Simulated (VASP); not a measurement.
Wanted: the native input for a VASP 6.6.1 run.

```yaml
Task: single point
Functional: PBEsol
Potentials_or_basis: VASP PAW PBE potentials, release 64 (Cl, Na_pv)
Cutoff: 520 eV
k_mesh: 8 × 8 × 8
Occupations: fermi-dirac, width 0.05 eV
Spin: no spin polarisation
Dipole_correction: no
Further_INCAR_settings: ALGO = Normal; EDIFF = 1e-07; NBANDS = 22
```

The structure of Na3Cl (L12 type) lies in POSCAR:

```
Na3Cl
1.0
    4.6464382122      0.0000000000      0.0000000000
    0.0000000000      4.6464382122      0.0000000000
    0.0000000000      0.0000000000      4.6464382122
Cl Na
1 3
Direct
    0.0000000000      0.0000000000      0.0000000000
    0.0000000000      0.5000000000      0.5000000000
    0.5000000000      0.0000000000      0.5000000000
    0.5000000000      0.5000000000      0.0000000000
```

This cell differs from its parent crystal: volume scaled by 0.9.

One way to write it, as run:

INCAR

```
SYSTEM = Na3Cl
PREC     = Accurate       ! precision mode
ENCUT    = 520            ! plane-wave cutoff, eV
EDIFF    = 1E-7           ! SCF threshold, eV
ISMEAR   = -1             ! smearing method
SIGMA    = 0.05           ! smearing width, eV
LREAL    = .FALSE.        ! projectors in reciprocal space
LASPH    = .TRUE.         ! aspherical terms in the spheres
NELM     = 100            ! most SCF steps
ALGO     = Normal         ! electronic algorithm
ISIF     = 2              ! what is computed and relaxed
LWAVE    = .FALSE.        ! write WAVECAR
LCHARG   = .FALSE.        ! write CHGCAR
GGA      = PS             ! functional
NBANDS   = 22             ! bands
```

KPOINTS

```
regular mesh
0
G
  8 8 8
  0 0 0
```

Potentials or basis: VASP PAW PBE potentials, release 64 (Cl, Na_pv).

The run is started by

```bash
$ cat potpaw_PBE.64/Cl/POTCAR potpaw_PBE.64/Na_pv/POTCAR > POTCAR
$ mpirun -np 1 vasp_std > vasp.out
```

It gave:

```yaml
Pressure: 1.6 GPa
Band_gap_on_the_k_mesh: zero (band 14 reaches 3.09 eV, above the bottom of band 15 at 2.16 eV)
```

Caveat: the PAW data sets were made with another functional, which shifts forces and pressure a little.

Wall time 29 s on 1 thread of Intel(R) Xeon(R) Platinum 8559C (Emerald Rapids), with other jobs on the host, peak memory 0.22 GiB.
